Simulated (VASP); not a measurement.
# Ir (Fm-3m) in VASP: a series of runs, part 3 of 3

VASP 6.6.1. Earlier steps stand in the parts before.

### 5 Density of states, PBEsol

This run uses another cell than the first one, of 14.15 Å³/atom, 0.990 times its volume.

POSCAR reads:

```
Ir
1.0
    0.0000000000      1.9197000000      1.9197000000
    1.9197000000      0.0000000000      1.9197000000
    1.9197000000      1.9197000000      0.0000000000
Ir
1
Direct
    0.0000000000      0.0000000000      0.0000000000
```

INCAR.step1 reads:

```
PREC = Accurate
ENCUT = 400
EDIFF = 1E-6
ISMEAR = -1
SIGMA = 0.05
LREAL = F
LASPH = T
NELM = 120
ALGO = Normal
ISIF = 2
LWAVE = F
LCHARG = T
LMAXMIX = 4
GGA = PS
NBANDS = 10
GGA_COMPAT = F
NEDOS = 2001
LORBIT = 11
```

KPOINTS.step1 reads:

```
Automatic mesh
0
Gamma
  15 15 15
```

INCAR.step2 reads:

```
PREC = Accurate
ENCUT = 400
EDIFF = 1E-6
ISMEAR = -5
SIGMA = 0.05
LREAL = F
LASPH = T
NELM = 120
ALGO = Normal
ISIF = 2
LWAVE = F
LCHARG = F
LMAXMIX = 4
GGA = PS
LORBIT = 11
NEDOS = 1001
ICHARG = 11
GGA_COMPAT = F
```

KPOINTS.step2 reads:

```
Automatic mesh
0
Gamma
  23 23 23
```

Potentials or basis: VASP PAW PBE potentials, release 64 (Ir).

On the command line:

```bash
cat potpaw_PBE.64/Ir/POTCAR > POTCAR
cp INCAR.step1 INCAR
cp KPOINTS.step1 KPOINTS
mpirun -np 1 vasp_std > vasp.out
cp INCAR.step2 INCAR
cp KPOINTS.step2 KPOINTS
mpirun -np 1 vasp_std > vasp.out
```

OUTCAR:

```text
PREC = Accurate
   ENCUT = 400
   EDIFF = 1E-6
   ISMEAR = -5
   LREAL = F
   LASPH = T
   NELM = 120
   ISIF = 2
   GGA = PS
   LORBIT = 11
   ICHARG = 11

 ion  position               nearest neighbor table
   1  0.000  0.000  0.000-

  LATTYP: Found a face centered cubic cell.
 ALAT       =     3.8394000000

  Lattice vectors:

 A1 = (   0.0000000000,   1.9197000000,   1.9197000000)
 A2 = (   1.9197000000,   0.0000000000,   1.9197000000)
 A3 = (   1.9197000000,   1.9197000000,   0.0000000000)

Analysis of symmetry for initial positions (statically):
=====================================================================
 Subroutine PRICEL returns:
 Original cell was already a primitive cell.

 Routine SETGRP: Setting up the symmetry group for a
 face centered cubic supercell.

 Subroutine GETGRP returns: Found 48 space group operations
 (whereof 48 operations were pure point group operations)
 out of a pool of 48 trial point group operations.

The static configuration has the point symmetry O_h .

Analysis of symmetry for dynamics (positions and initial velocities):
=====================================================================
 Subroutine PRICEL returns:
 Original cell was already a primitive cell.

 Routine SETGRP: Setting up the symmetry group for a
 face centered cubic supercell.

 Subroutine GETGRP returns: Found 48 space group operations
 (whereof 48 operations were pure point group operations)
 out of a pool of 48 trial point group operations.

The dynamic configuration has the point symmetry O_h .

 Subroutine INISYM returns: Found 48 space group operations
 (whereof 48 operations are pure point group operations),
 and found     1 'primitive' translations

[... 111 lines left out ...]
   IALGO  =     38    algorithm
   IMIX   =      4    mixing-type and parameters
     AMIX     =   0.40;   BMIX     =  1.00
     AMIX_MAG =   1.60;   BMIX_MAG =  1.00
  volume/ion in A,a.u.               =      14.15        95.48
  Fermi-wavevector in a.u.,A,eV,Ry     =   1.407923  2.660589 26.970118  1.982248
  Thomas-Fermi vector in A             =   2.530133
   LORBIT       =     11    0 simple, 1 ext, 2 COOP (PROOUT), +10 PAW based schemes
   GGA     = PS    functional components
   LHFCALC =     F    Hartree Fock is set to
   AEXX    =    0.0000 exact exchange contribution
   IVDW    =     0    specifies the selected vdW correction
   LEPSILON=     F    determine dielectric tensor
   LRPA    =     F    only Hartree local field effects (RPA)
 non-spin polarized calculation
 Fermi weights with tetrahedron method with Bloechl corrections
  energy-cutoff  :      400.00
  volume of cell :       14.15
 maximum number of plane-waves:       271
 NGX is ok and might be reduce to    18

 number of electron       8.9999998 magnetization

 Free energy of the ion-electron system (eV)
  ---------------------------------------------------
  ext. energy  EPLUGINS =         0.00000000
  ---------------------------------------------------
  free energy    TOTEN  =        -9.82028303 eV

  energy without entropy =       -9.82028303  energy(sigma->0) =       -9.82028303

 E-fermi :  10.2319     XC(G=0): -14.1014

 val. band max:       10.3030770941   @ k =   0.4783   0.3913   0.0870
 cond. band min:      10.1707165517   @ k =   0.3478   0.0000   0.0000
 fundamental gap:     -0.1323605424
 Fermi energy:        10.2318644460

 k-point     1 :       0.0000    0.0000    0.0000
  band No.  band energies     occupation
      1      -0.9450      2.00000
      2       6.3395      2.00000
      3       6.3395      2.00000
      4       6.3395      2.00000
      5       9.0545      2.00000
      6       9.0545      2.00000
      7      24.5628      0.00000
      8      30.1357      0.00000
[... 243 lines left out ...]
 k-point    24 :      -0.4783    0.0435    0.0000
  band No.  band energies     occupation
      1       2.1734      2.00000
      2       6.1760      2.00000
      3       6.3014      2.00000
      4       9.0585      2.00000
      5      11.1108      0.00000
      6      11.5747      0.00000
      7      17.4420      0.00000
      8      24.2381      0.00000

 [... further k-points ...]
[... 5 lines left out ...]
  --------------------------------------------------------------------------------------
  -------------------------------------------------------------------------------------
  Total       -0.1577812     -0.1577812     -0.1577812      0.0000000      0.0000000      0.0000000
  in kB      -17.8663477    -17.8663477    -17.8663477      0.0000000      0.0000000      0.0000000
  external PRESSURE =     -17.8663477 kB  Pullay stress =       0.0000000 kB

 VOLUME and BASIS-vectors are now :
 -----------------------------------------------------------------------------
  energy-cutoff  :      400.00
  volume of cell :       14.15
      direct lattice vectors                 reciprocal lattice vectors
     0.000000000  1.919700000  1.919700000    -0.260457363  0.260457363  0.260457363
     1.919700000  0.000000000  1.919700000     0.260457363 -0.260457363  0.260457363
     1.919700000  1.919700000  0.000000000     0.260457363  0.260457363 -0.260457363

 POSITION                                       TOTAL-FORCE (eV/Angst)
 -----------------------------------------------------------------------------------
      0.00000      0.00000      0.00000         0.000000     -0.000000      0.000000
 -----------------------------------------------------------------------------------
    total drift:                                0.000000      0.000000      0.000000

  FREE ENERGIE OF THE ION-ELECTRON SYSTEM (eV)
  ---------------------------------------------------
  free  energy   TOTEN  =        -9.8202830323 eV

  energy  without entropy=       -9.8202830323  energy(sigma->0) =       -9.82028303

 total charge

# of ion       s       p       d       tot
------------------------------------------
    1        0.671   0.741   6.970   8.382
```

Wall time 21 s (1 thread of AMD EPYC 7R13 (Zen 3), shared host); peak memory 0.11 GiB.

What came out:

- Valence electrons inside the program's atomic spheres: Ir 8.38

Levels at points of the mesh, in eV from the Fermi level:
```tsv
k point	band 2	band 3	band 4	band 5	band 6	band 7
(0.00, 0.00, 0.00)	-3.89	-3.89	-3.89	-1.18	-1.18	14.33
```

Caveat: the PAW data sets were made with another functional, which shifts forces and pressure a little; spin-orbit coupling is left out, which moves the levels of the heavy elements; tetrahedron occupations give inexact forces and stress in metals.

### 6 Electric field gradients, PBEsol (volume scaled by 0.94)

INCAR reads:

```
ALGO = Normal
EDIFF = 1E-8
ENCUT = 400
GGA = PS
GGA_COMPAT = False
ISIF = 2
ISMEAR = -1
LASPH = True
LCHARG = False
LEFG = True
LREAL = False
LWAVE = False
NBANDS = 10
NELM = 120
PREC = Accurate
SIGMA = 0.05
```

KPOINTS reads:

```
k-points
0
Gamma
  15 15 15
```

POSCAR reads:

```
Ir
1.0
    0.0000000000      1.8805114529      1.8805114529
    1.8805114529      0.0000000000      1.8805114529
    1.8805114529      1.8805114529      0.0000000000
Ir
1
Direct
    0.0000000000      0.0000000000      0.0000000000
```

Potentials or basis: VASP PAW PBE potentials, release 64 (Ir).

On the command line:

```bash
cat potpaw_PBE.64/Ir/POTCAR > POTCAR
mpirun -np 1 vasp_std > vasp.out
```

OUTCAR:

```text
EDIFF = 1E-8
   ENCUT = 400
   GGA = PS
   ISIF = 2
   ISMEAR = -1
   LASPH = True
   LREAL = False
   NELM = 120
   PREC = Accurate

 ion  position               nearest neighbor table
   1  0.000  0.000  0.000-

  LATTYP: Found a face centered cubic cell.
 ALAT       =     3.7610229058

  Lattice vectors:

 A1 = (   0.0000000000,   1.8805114529,   1.8805114529)
 A2 = (   1.8805114529,   0.0000000000,   1.8805114529)
[... 518 lines left out ...]
    total drift:                                0.000000     -0.000000      0.000000

  FREE ENERGIE OF THE ION-ELECTRON SYSTEM (eV)
  ---------------------------------------------------
  free  energy   TOTEN  =        -9.7699698972 eV

  energy  without entropy=       -9.7625815865  energy(sigma->0) =       -9.76627574

 Electric field gradients (V/A^2)
---------------------------------------------------------------------
 ion       V_xx      V_yy      V_zz      V_xy      V_xz      V_yz
---------------------------------------------------------------------
   1      -0.000    -0.000     0.000     0.000     0.000     0.000
---------------------------------------------------------------------

 Electric field gradients after diagonalization (V/A^2)
 (convention: |V_zz| > |V_xx| > |V_yy|)
----------------------------------------------------------------------
 ion       V_xx      V_yy      V_zz     asymmetry (V_yy - V_xx)/ V_zz
----------------------------------------------------------------------
   1      -0.000    -0.000     0.000       0.000
----------------------------------------------------------------------

           NMR quadrupolar parameters

 Cq : quadrupolar parameter    Cq=e*Q*V_zz/h
 eta: asymmetry parameters     (V_yy - V_xx)/ V_zz
 Q  : nuclear electric quadrupole moment in mb (millibarn)
----------------------------------------------------------------------
 ion       Cq(MHz)       eta       Q (mb)
----------------------------------------------------------------------
   1       0.000       0.000       1.000
----------------------------------------------------------------------
```

OSZICAR:

```text
N       E                     dE             d eps       ncg     rms          rms(c)
DAV:   1     0.370648485314E+02    0.37065E+02   -0.38094E+03  2536   0.657E+02
DAV:   2    -0.969137919591E+01   -0.46756E+02   -0.43678E+02  2468   0.175E+02
DAV:   3    -0.103643834860E+02   -0.67300E+00   -0.67182E+00  2878   0.253E+01
DAV:   4    -0.103698614100E+02   -0.54779E-02   -0.54772E-02  2702   0.212E+00
DAV:   5    -0.103699654531E+02   -0.10404E-03   -0.10404E-03  2792   0.277E-01    0.186E+01
DAV:   6    -0.988346482707E+01    0.48650E+00   -0.75342E-01  2692   0.106E+01    0.777E+00
DAV:   7    -0.977745214210E+01    0.10601E+00   -0.28414E-01  2896   0.595E+00    0.145E+00
DAV:   8    -0.977543764279E+01    0.20145E-02   -0.19549E-03  2588   0.451E-01    0.122E+00
DAV:   9    -0.976999704486E+01    0.54406E-02   -0.28892E-03  2630   0.768E-01    0.583E-02
DAV:  10    -0.976996808189E+01    0.28963E-04   -0.27520E-05  3494   0.621E-02    0.234E-02
DAV:  11    -0.976996981336E+01   -0.17315E-05   -0.15984E-06  2676   0.819E-03    0.316E-03
DAV:  12    -0.976996979101E+01    0.22342E-07   -0.30403E-08  2974   0.155E-03    0.317E-03
DAV:  13    -0.976996989480E+01   -0.10379E-06   -0.25259E-09  1426   0.431E-04    0.136E-04
DAV:  14    -0.976996989715E+01   -0.23485E-08   -0.15096E-10  1280   0.129E-04
   1 F= -.97699699E+01 E0= -.97662757E+01  d E =-.738831E-02
```

Wall time 20 s (1 thread of Intel Xeon 8259CL, shared host); peak memory 0.13 GiB.

What came out:

```
Free energy : -9.7700 eV
Pressure    : 25.8 GPa
```

Levels at points of the mesh, in eV from the Fermi level:
| k point | band 2 | band 3 | band 4 | band 5 | band 6 | band 7 |
| --- | --- | --- | --- | --- | --- | --- |
| (0.00, 0.00, 0.00) | -4.36 | -4.36 | -4.36 | -1.36 | -1.36 | 14.11 |

Caveat: the cell differs from its parent crystal (volume scaled by 0.94); without QUAD_EFG the Cq values of the log hold for a quadrupole moment of 1 mb, not for the nuclei; the PAW data sets were made with another functional, which shifts forces and pressure a little; spin-orbit coupling is left out, which moves the levels of the heavy elements.

### 7 Overview

```csv
task,cell,k mesh for the DOS,occupations for the DOS,gap on the mesh (eV),pressure (GPa)
electric field gradients,"a = 2.724 Å, angles 60.0°, 1 atom",-,-,none,-5.5
electric field gradients,"a = 2.751 Å, angles 60.0°, 1 atom",-,-,none,-15.3
density of states,"a = 2.715 Å, angles 60.0°, 1 atom",23 × 23 × 23,tetrahedron,-,-
electric field gradients,"a = 2.659 Å, angles 60.0°, 1 atom",-,-,none,25.8
```

Alike in all rows: level PBEsol; potentials or basis VASP PAW PBE potentials, release 64 (Ir); no spin polarisation; k mesh 15 × 15 × 15; cutoff (eV) 400; smearing fermi-dirac 0.05 eV.

Caveats: the PAW data sets were made with another functional, which shifts forces and pressure a little; spin-orbit coupling is left out, which moves the levels of the heavy elements; tetrahedron occupations give inexact forces and stress in metals (some runs).

Absolute energies hang on the potentials; compare differences alone.
